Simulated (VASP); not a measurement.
Write the native input for VASP 6.6.1 that does the following.

```
Task                   : single point
Functional             : r2SCAN
Potentials or basis    : VASP PAW PBE potentials, release 64 (Ge_d)
Cutoff                 : 520 eV
k mesh                 : 22 × 22 × 12
Occupations            : gaussian, width 0.15 eV
Spin                   : no spin polarisation
Dipole correction      : no
Further INCAR settings : ALGO = Normal; EDIFF = 1e-07; NBANDS = 21
```

Ge:

```
Ge
1.0
     0.00000    0.00000   -2.64622
     2.77354    0.00000    0.00000
     0.00000   -5.10098    0.00000
Ge
2
Direct
  0.00000 0.64422 0.00000
  0.00000 0.85578 0.50000
```

This cell differs from its parent crystal: atoms displaced along a vibrational mode.

These files were run (other wordings do the same):

POSCAR

```
Ge
1.0
    0.0000000000      0.0000000000     -2.6462165267
    2.7735418769      0.0000000000      0.0000000000
    0.0000000000     -5.1009774123      0.0000000000
Ge
2
Direct
    0.0000000000      0.6442199245      0.0000000000
    0.0000000000     -0.1442199245      0.5000000000
```

INCAR.step1

```
SYSTEM = Ge
PREC = Accurate
ENCUT = 520
ISMEAR = 0
SIGMA = 0.15
LREAL = .False.
LASPH = .True.
NELM = 80
NBANDS = 21
GGA = PE
ALGO = Normal
EDIFF = 1E-4
LWAVE = .True.
LCHARG = .False.
```

INCAR.step2

```
SYSTEM = Ge
PREC = Accurate
ENCUT = 520
EDIFF = 1E-7
ISMEAR = 0
SIGMA = 0.15
LREAL = .False.
LASPH = .True.
NELM = 80
ALGO = Normal
ISIF = 2
LWAVE = .False.
LCHARG = .False.
METAGGA = R2SCAN
LMIXTAU = .True.
NBANDS = 21
ISTART = 1
```

KPOINTS

```
regular mesh
0
Gamma
  22 22 12
  0 0 0
```

Potentials or basis: VASP PAW PBE potentials, release 64 (Ge_d).

Run with:

```bash
$ cat potpaw_PBE.64/Ge_d/POTCAR > POTCAR
$ cp INCAR.step1 INCAR
$ mpirun -np 1 vasp_std > vasp.out
$ cp INCAR.step2 INCAR
$ mpirun -np 1 vasp_std > vasp.out
```

Results of the run:

```
Pressure               : 1.7 GPa
Largest force          : 0.030 eV/Å
Band gap on the k mesh : zero (bands 14 and 15 overlap by 8.88 eV)
```

Caveat: the cell differs from its parent crystal (atoms displaced along a vibrational mode); the stress differs along the axes, from -1 to 5 GPa; the PAW data sets were made with another functional, which shifts forces and pressure a little.

It took 79 min on 1 thread of Oxide Virtual Turin-like Processor (shared host), peak memory 0.63 GiB.
